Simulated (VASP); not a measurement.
# C (P-1) in VASP: notebook

Runs on C. Level: PBEsol+D3(BJ). Tasks: single point.

Everything below comes from runs of VASP 6.6.1. Logs are shortened: lines on timing, memory, paths and dates and some standing lists are left out, and cuts for length are marked.

### 1 The cell of the first run

The typed cell holds 10 atoms: a = 3.577 Å, b = 2.458 Å, c = 12.145 Å, α = 97.75°, β = 84.13°, γ = 90.00°.

### 2 Single point, PBEsol+D3(BJ)

Input file INCAR:

```
SYSTEM = C
PREC = Accurate
ENCUT = 520
EDIFF = 1E-6
ISMEAR = 0
SIGMA = 0.05
LREAL = .False.
LASPH = .True.
NELM = 100
ALGO = Normal
ISIF = 2
LWAVE = .False.
LCHARG = .True.
GGA = PS
IVDW = 12
LELF = .True.
LVHAR = .True.
NBANDS = 31
```

Input file KPOINTS:

```
Automatic mesh
0
Gamma
  8 11 3
  0 0 0
```

Input file POSCAR:

```
C
1.0
    0.0000000000      1.4191802056     -3.2829684911
   -2.4580922212      0.0000000000      0.0000000000
    1.6387281475     11.4805948110      3.6087619049
C
10
Direct
    0.4777982724      0.0715687969      0.7073531954
    0.7600331095      0.6362578370      0.0543867554
    0.9394744002      0.2450855769      0.2176283654
    0.1189156910      0.8539133169      0.3808699754
    0.2983569817      0.4627410569      0.5441115854
    0.8194081812      0.1725699030      0.1088548546
   -0.0011505281      0.7813976430      0.2720964645
    0.1782907626      0.3902253830      0.4353380745
    0.3577320533      0.9990531230      0.5985796845
    0.5371733441      0.6078808630      0.7618212945
```

Potentials or basis: VASP PAW PBE potentials, release 64 (C).

The run is started by

```console
$ cat potpaw_PBE.64/C/POTCAR > POTCAR
$ mpirun -np 1 vasp_std > vasp.out
```

OUTCAR:

```text
SYSTEM = C
   PREC = Accurate
   ENCUT = 520
   EDIFF = 1E-6
   ISMEAR = 0
   LREAL = .False.
   LASPH = .True.
   NELM = 100
   ISIF = 2
   GGA = PS
   IVDW = 12
 IVDW          = 12

 ion  position               nearest neighbor table
   1  0.478  0.072  0.707-  10 1.42  10 1.42   9 1.42
   2  0.760  0.636  0.054-   6 1.42   6 1.42
   3  0.939  0.245  0.218-   6 1.42   7 1.42   7 1.42
   4  0.119  0.854  0.381-   8 1.42   8 1.42   7 1.42
   5  0.298  0.463  0.544-   9 1.42   9 1.42   8 1.42
   6  0.819  0.173  0.109-   3 1.42   2 1.42   2 1.42
   7  0.999  0.781  0.272-   3 1.42   3 1.42   4 1.42
   8  0.178  0.390  0.435-   4 1.42   4 1.42   5 1.42
   9  0.358  0.999  0.599-   5 1.42   5 1.42   1 1.42
  10  0.537  0.608  0.762-   1 1.42   1 1.42

  LATTYP: Found a triclinic cell.
 ALAT       =     3.5765842042
 B/A-ratio  =     1.2134022927
 C/A-ratio  =     3.3958318537
 COS(alpha) =     0.0079195843
 COS(beta)  =     0.1023400132
 COS(gamma) =     0.8241289851

  Lattice vectors:

 A1 = (   0.0000000000,   1.4191802056,  -3.2829684911)
 A2 = (  -2.4580922212,   1.4191802056,  -3.2829684911)
 A3 = (   1.6387281475,  11.4805948110,   3.6087619049)

Analysis of symmetry for initial positions (statically):
=====================================================================
 Subroutine PRICEL returns:
 Original cell was already a primitive cell.

 Routine SETGRP: Setting up the symmetry group for a
 triclinic supercell.

 Subroutine GETGRP returns: Found  2 space group operations
 (whereof  1 operations were pure point group operations)
 out of a pool of  2 trial point group operations.

The static configuration has the point symmetry C_1 .
 The point group associated with its full space group is S_2 .

Analysis of symmetry for dynamics (positions and initial velocities):
=====================================================================
 Subroutine PRICEL returns:
 Original cell was already a primitive cell.

 Routine SETGRP: Setting up the symmetry group for a
 triclinic supercell.

 Subroutine GETGRP returns: Found  2 space group operations
 (whereof  1 operations were pure point group operations)
 out of a pool of  2 trial point group operations.

The dynamic configuration has the point symmetry C_1 .
 The point group associated with its full space group is S_2 .

 Subroutine INISYM returns: Found  2 space group operations
[... 119 lines left out ...]
   ISIF   =      2    stress and relaxation
   ISYM   =      2    0-nonsym 1-usesym 2-fastsym
   POTIM  = 0.5000    time-step for ionic-motion
   TEBEG  =    0.0;   TEEND  =   0.0 temperature during run
   PSTRESS=    0.0 pullay stress
   NELECT =      40.0000    total number of electrons
   NUPDOWN=      -1.0000    fix difference up-down
   EMIN   =  10.00;   EMAX   =-10.00  energy-range for DOS
   EFERMI =   0.00;   METHOD = LEGACY
   ISMEAR =     0;   SIGMA  =   0.05  broadening in eV -4-tet -1-fermi 0-gaus
   EFERMI_NEDOS =   21; number of points for ismear=-14 and -15
   IALGO  =     38    algorithm
   IMIX   =      4    mixing-type and parameters
     AMIX     =   0.40;   BMIX     =  1.00
     AMIX_MAG =   1.60;   BMIX_MAG =  1.00
  volume/ion in A,a.u.               =      10.52        71.02
  Fermi-wavevector in a.u.,A,eV,Ry     =   1.185879  2.240987 19.134011  1.406310
  Thomas-Fermi vector in A             =   2.322064
   LORBIT       =      0    0 simple, 1 ext, 2 COOP (PROOUT), +10 PAW based schemes
   GGA     = PS    functional components
   LHFCALC =     F    Hartree Fock is set to
   AEXX    =    0.0000 exact exchange contribution
   IVDW    =    12    specifies the selected vdW correction
   LEPSILON=     F    determine dielectric tensor
   LRPA    =     F    only Hartree local field effects (RPA)
 non-spin polarized calculation
 Gauss-broadening in eV      SIGMA  =   0.05
  energy-cutoff  :      520.00
  volume of cell :      105.24
 maximum number of plane-waves:      2860
   NGX = 13   NGY =  9   NGZ = 45

 number of electron      40.0000003 magnetization

 Free energy of the ion-electron system (eV)
  ---------------------------------------------------
  ext. energy  EPLUGINS =         0.00000000
  ---------------------------------------------------
  free energy    TOTEN  =       -89.73177397 eV

  energy without entropy =      -89.72946188  energy(sigma->0) =      -89.73061792

 E-fermi :   2.4185     XC(G=0):  -9.6096

 val. band max:        2.4011136648   @ k =  -0.0000   0.3636   0.3333
 cond. band min:       2.4276984759   @ k =  -0.0000   0.3636  -0.0000
 fundamental gap:      0.0265848111
 Fermi energy:         2.4184660849

 k-point     1 :       0.0000    0.0000    0.0000
  band No.  band energies     occupation
      1     -16.9275      2.00000
      2     -16.1552      2.00000
      3     -14.9964      2.00000
      4     -13.4715      2.00000
      5     -11.9223      2.00000
      6      -9.1265      2.00000
[... 805 lines left out ...]
     30      11.7449      0.00000
     31      12.4642      0.00000

 [... further k-points ...]

------------------------ aborting loop because EDIFF is reached ----------------------------------------

 Edisp (eV)   -0.98768

 E8    (eV) :    -0.4820

  FORCE on cell =-STRESS in cart. coord.  units (eV):
  Direction    XX          YY          ZZ          XY          YZ          ZX
  --------------------------------------------------------------------------------------
  -------------------------------------------------------------------------------------
  Total      -0.59118    -1.49417    -0.32184    -0.10558    -0.27290    -0.00649
  in kB      -9.00048   -22.74820    -4.89997    -1.60742    -4.15489    -0.09884
  external pressure =      -12.22 kB  Pullay stress =        0.00 kB

 VOLUME and BASIS-vectors are now :
 -----------------------------------------------------------------------------
  energy-cutoff  :      520.00
  volume of cell :      105.24
      direct lattice vectors                 reciprocal lattice vectors
     0.000000000  1.419180206 -3.282968491     0.000000000  0.084293402 -0.268163546
    -2.458092221  0.000000000  0.000000000    -0.406819562  0.051122350  0.022099459
     1.638728147 11.480594811  3.608761905     0.000000000  0.076683524  0.033149188

 POSITION                                       TOTAL-FORCE (eV/Angst)
 -----------------------------------------------------------------------------------
      0.98324      8.79892      0.98407        -0.007005      2.520799      0.144037
     -1.47486      1.70302     -2.29890        -0.031137      1.045646      0.014076
     -0.24581      3.83179     -2.29890        -0.002960      0.774190      0.037105
     -1.47486      4.54138      0.98407        -0.000291      0.132624      0.009241
     -0.24581      6.67015      0.98407        -0.000382      0.135694      0.008131
     -0.24581      2.41261     -2.29726         0.007005     -2.520799     -0.144037
     -1.47486      4.54138     -2.29726         0.000382     -0.135694     -0.008131
     -0.24581      5.25097      0.98571         0.000291     -0.132624     -0.009241
     -1.47486      7.37974      0.98571         0.002960     -0.774190     -0.037105
     -0.24581      9.50851      0.98571         0.031137     -1.045646     -0.014076
 -----------------------------------------------------------------------------------
    total drift:                               -0.000003      0.000004      0.000014

  FREE ENERGIE OF THE ION-ELECTRON SYSTEM (eV)
  ---------------------------------------------------
  free  energy   TOTEN  =       -90.7194523392 eV

  energy  without entropy=      -90.7171402481  energy(sigma->0) =      -90.71829629
```

It took 4.4 min on 1 thread of AMD EPYC 9R45 (Zen 5), shared host; peak memory 0.36 GiB.

Results:

```yaml
Free_energy: -90.7195 eV
Pressure: -1.2 GPa
Largest_force: 2.525 eV/Å
Dispersion_energy_per_atom: -0.099 eV
```

Forces in eV/Å, atoms in the order of the input:
```
C   -0.007  2.521  0.144
C   -0.031  1.046  0.014
C   -0.003  0.774  0.037
C    0.000  0.133  0.009
C    0.000  0.136  0.008
C    0.007 -2.521 -0.144
C    0.000 -0.136 -0.008
C    0.000 -0.133 -0.009
C    0.003 -0.774 -0.037
C    0.031 -1.046 -0.014
```

Levels at points of the mesh, in eV from the Fermi level:
```
           k point  band 18  band 19  band 20  band 21  band 22  band 23
(0.00, 0.00, 0.00)    -2.95    -2.82    -0.42     0.44     2.35     4.51
(0.50, 0.00, 0.00)    -2.96    -2.43    -0.25     0.57     2.97     5.35
```

Caveat: the PAW data sets were made with another functional, which shifts forces and pressure a little.

### 3 Single point, PBEsol+D3(BJ)

This run uses another cell than the first one, of the same volume but with other edges.

Input file INCAR:

```
SYSTEM = C
ALGO = Normal
EDIFF = 1E-6
ENCUT = 520
GGA = PS
ISIF = 2
ISMEAR = 0
IVDW = 12
LASPH = .TRUE.
LCHARG = .FALSE.
LREAL = .FALSE.
LWAVE = .FALSE.
NBANDS = 31
NELM = 60
PREC = Accurate
SIGMA = 0.05
```

Input file KPOINTS:

```
k-points
0
G
  8 11 3
  0 0 0
```

Input file POSCAR:

```
C
1.0
    0.0000000000      1.4191802056     -3.2829684911
   -2.4580922212      0.0000000000      0.0000000000
    3.2774562949     12.4267149481      1.4201162442
C
10
Direct
    0.0062294755      0.5431375938      0.7073531954
    0.7237752726      0.6725156739      0.0543867554
    0.7943888233      0.3901711539      0.2176283654
   -0.1349976260      1.1078266339      0.3808699754
   -0.0643840753      0.8254821139      0.5441115854
    0.7468382782      0.2451398061      0.1088548546
   -0.1825481711      0.9627952861      0.2720964645
   -0.1119346204      0.6804507660      0.4353380745
   -0.0413210697      1.3981062460      0.5985796845
    0.0292924810      1.1157617260      0.7618212945
```

Potentials or basis: VASP PAW PBE potentials, release 64 (C).

The run is started by

```console
$ cat potpaw_PBE.64/C/POTCAR > POTCAR
$ mpirun -np 1 vasp_std > vasp.out
```

Wall time 3.8 min (1 thread of AMD EPYC 9R45 (Zen 5), shared host); peak memory 0.37 GiB.

The run converged. Its results:

```
Free energy                : -90.7870 eV
Pressure                   : -1.4 GPa
Largest force              : 2.515 eV/Å
Dispersion energy per atom : -0.099 eV
```

Forces in eV/Å, atoms in the order of the input:
```
C    0.012  2.507  0.196
C    0.059  1.013 -0.290
C    0.006  0.773  0.124
C    0.000  0.135 -0.002
C    0.001  0.143  0.010
C   -0.012 -2.507 -0.196
C   -0.001 -0.143 -0.010
C    0.000 -0.135  0.002
C   -0.006 -0.773 -0.124
C   -0.059 -1.013  0.290
```

Stress tensor (GPa, compression positive):
```
-0.95  0.28  0.12
 0.28 -2.07 -1.37
 0.12 -1.37 -1.17
```

Levels at points of the mesh, in eV from the Fermi level:
| k point | band 18 | band 19 | band 20 | band 21 | band 22 | band 23 |
| --- | --- | --- | --- | --- | --- | --- |
| (0.00, 0.00, 0.00) | -2.94 | -2.82 | -0.45 | 0.44 | 2.36 | 4.56 |
| (0.50, 0.00, 0.00) | -2.95 | -2.46 | -0.18 | 0.50 | 3.12 | 4.98 |

Caveat: the PAW data sets were made with another functional, which shifts forces and pressure a little.
